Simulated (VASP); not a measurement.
Write the native input for VASP 6.6.1 that does the following.

* Task: single point
* Functional: revPBE
* Potentials or basis: VASP PAW PBE potentials, release 64 (Pt)
* Cutoff: 520 eV
* k mesh: 15 × 15 × 4
* Occupations: fermi-dirac, width 0.1 eV
* Spin: no spin polarisation
* Dipole correction: no
* Further INCAR settings: ALGO = Normal; EDIFF = 1e-06; NBANDS = 28

The structure of Pt lies in POSCAR:

```
Pt
1.0
    2.8021087789      0.0000000000      0.0000000000
   -1.4010543895      2.4266973867      0.0000000000
    0.0000000000      0.0000000000      9.3585944634
Pt
4
Direct
    1.0000000000      1.0000000000      0.0000000000
    1.0000000000      1.0000000000      0.5000000000
    0.3333333333      0.6666666667      0.2500000000
    0.6666666667      0.3333333333      0.7500000000
```

One way to write it, as run:

INCAR

```
ALGO = Normal
EDIFF = 1E-6
ENCUT = 520
GGA = RE
ISIF = 2
ISMEAR = -1
LASPH = T
LCHARG = T
LELF = T
LREAL = F
LVHAR = T
LWAVE = F
NBANDS = 28
NELM = 60
PREC = Accurate
SIGMA = 0.1
```

KPOINTS

```
k-points
0
Gamma
  15 15 4
```

Potentials or basis: VASP PAW PBE potentials, release 64 (Pt).

Launch:

```sh
$ cat potpaw_PBE.64/Pt/POTCAR > POTCAR
$ mpirun -np 1 vasp_std > vasp.out
```

It gave:

```yaml
Pressure: -0.5 GPa
Band_gap_on_the_k_mesh: zero (band 20 reaches 10.67 eV, above the bottom of band 21 at 9.44 eV)
```

Caveat: the PAW data sets were made with another functional, which shifts forces and pressure a little; spin-orbit coupling is left out, which moves the levels of the heavy elements.

Wall time 93 s on 1 thread of AMD EPYC 9R45 96-Core Processor (Zen 5), with other jobs on the host, peak memory 0.22 GiB.
